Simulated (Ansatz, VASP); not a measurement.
## Two plane-wave programs on SnO2

Contents of INCAR:

```
  PREC = Accurate
  ENCUT = 520
  EDIFF = 1E-7
  ISMEAR = 0
  SIGMA = 0.01
  LREAL = F
  LASPH = T
  NELM = 80
  ALGO = Normal
  ISIF = 2
  LWAVE = F
  LCHARG = F
  GGA = RP
  NBANDS = 35
```

KPOINTS

```
Automatic mesh
0
Gamma
  4 4 6
```

The input POSCAR:

```
SnO2
1.0
    4.7380000000      0.0000000000      0.0000000000
    0.0000000000      4.7380000000      0.0000000000
    0.0000000000      0.0000000000      3.1865000000
Sn O
2 4
Direct
    0.0000000000      0.0000000000      0.0000000000
    0.5000000000      0.5000000000      0.5000000000
    0.3071000000      0.3071000000      0.0000000000
    0.1929000000      0.8071000000      0.5000000000
    0.6929000000      0.6929000000      0.0000000000
    0.8071000000      0.1929000000      0.5000000000
```

Input for Ansatz:

```yaml
crystal:
  lattice:
    - [4.738, 0.0, 0.0]
    - [0.0, 4.738, 0.0]
    - [0.0, 0.0, 3.1865]
  atoms:
    - { symbol: Sn, position: [0.0, 0.0, 0.0] }
    - { symbol: Sn, position: [0.5, 0.5, 0.5] }
    - { symbol: O, position: [0.3071, 0.3071, 0.0] }
    - { symbol: O, position: [0.1929, 0.8071, 0.5] }
    - { symbol: O, position: [0.6929, 0.6929, 0.0] }
    - { symbol: O, position: [0.8071, 0.1929, 0.5] }
kpoints:
  mp_grid:
    grid: [4, 4, 6]
    shift: [0.0, 0.0, 0.0]
hamiltonian:
  xc: rpbe
scf:
  occupations:
    method: fixed
output:
  stress: true
  eigenvalues: true
```

Alike in both runs: task single point; functional RPBE; k mesh 4 × 4 × 6; no spin polarisation.

```csv
,VASP,Ansatz
version,VASP 6.6.1,Ansatz 0.2.0
potentials or method,"VASP PAW PBE potentials, release 64 (Sn_d, O)","plane waves, PAW"
plane-wave cutoff (eV),520,420
occupations,"gaussian, width 0.01 eV",fixed
valence electrons in the cell,52,52
```

|  | VASP | Ansatz | Ansatz less VASP |
| --- | --- | --- | --- |
| gap on the k mesh at the Fermi level (eV) | 1.36 | 1.37 | +0.011 |
| pressure (GPa) | 16.0 | 15.3 | -0.68 |
| traceless stress, the component that is largest in VASP (GPa) | 2.33 | 2.11 | -0.220 |

VASP's potentials were made for PBE, not for RPBE.
